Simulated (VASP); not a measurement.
Here is a VASP 6.6.1 calculation.

The input INCAR:

```
SYSTEM = Ni
PREC = Accurate
ENCUT = 520
EDIFF = 1E-7
ISMEAR = 0
SIGMA = 0.15
LREAL = .FALSE.
LASPH = .TRUE.
NELM = 150
ALGO = Normal
ISIF = 2
LWAVE = .FALSE.
LCHARG = .FALSE.
ISPIN = 2
MAGMOM = 0.125
LORBIT = 11
NUPDOWN = 0.125
LMAXMIX = 4
GGA = CA
NBANDS = 15
```

Contents of KPOINTS:

```
regular mesh
0
G
  24 24 24
  0 0 0
```

File POSCAR:

```
Ni
1.0
    0.0000000000      1.7119891795      1.7119891795
    1.7119891795      0.0000000000      1.7119891795
    1.7119891795      1.7119891795      0.0000000000
Ni
1
Direct
    0.0000000000      0.0000000000      0.0000000000
```

Potentials or basis: VASP PAW LDA potentials, release 64 (Ni).

The run is started by

```bash
$ cat potpaw_LDA.64/Ni/POTCAR > POTCAR
$ mpirun -np 1 vasp_std > vasp.out
```

(1) What does it give for the pressure?

## Answers

(1) -1.1 GPa.

Caveat: the total moment is fixed, so each spin has its own Fermi level and the state may be an excited one.
